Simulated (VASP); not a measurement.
A run of VASP 6.6.1 is set up as follows.

File INCAR:

```
SYSTEM = Ge
PREC = Accurate
ENCUT = 520
EDIFF = 1E-6
ISMEAR = -1
SIGMA = 0.02
LREAL = .False.
LASPH = .True.
NELM = 100
ALGO = Normal
ISIF = 2
LWAVE = .False.
LCHARG = .False.
LDIPOL = .True.
IDIPOL = 3
DIPOL = 0.5 0.5 0.500
GGA = PE
NBANDS = 36
```

KPOINTS

```
regular mesh
0
Gamma
  8 5 1
  0 0 0
```

Contents of POSCAR:

```
Ge
1.0
    4.0736070248      0.0000000000      0.0000000000
    0.0000000000      5.7609503022      0.0000000000
    0.0000000000      0.0000000000     18.0368000000
Ge
4
Direct
    0.0000000000      0.3715519046      0.4469824216
    0.5000000000      0.1284480954      0.4469824216
    0.5000000000      0.8715450000      0.5530175784
    0.0000000000      0.6284550000      0.5530175784
```

Potentials or basis: VASP PAW PBE potentials, release 64 (Ge_d).

The run is started by

```sh
$ cat potpaw_PBE.64/Ge_d/POTCAR > POTCAR
$ mpirun -np 1 vasp_std > vasp.out
```

(1) Estimate the largest force.

(2) What does it give for the band gap on the k mesh?

Results:

(1) 0.009 eV/Å.

(2) 0.28 eV (least direct gap 0.57 eV).
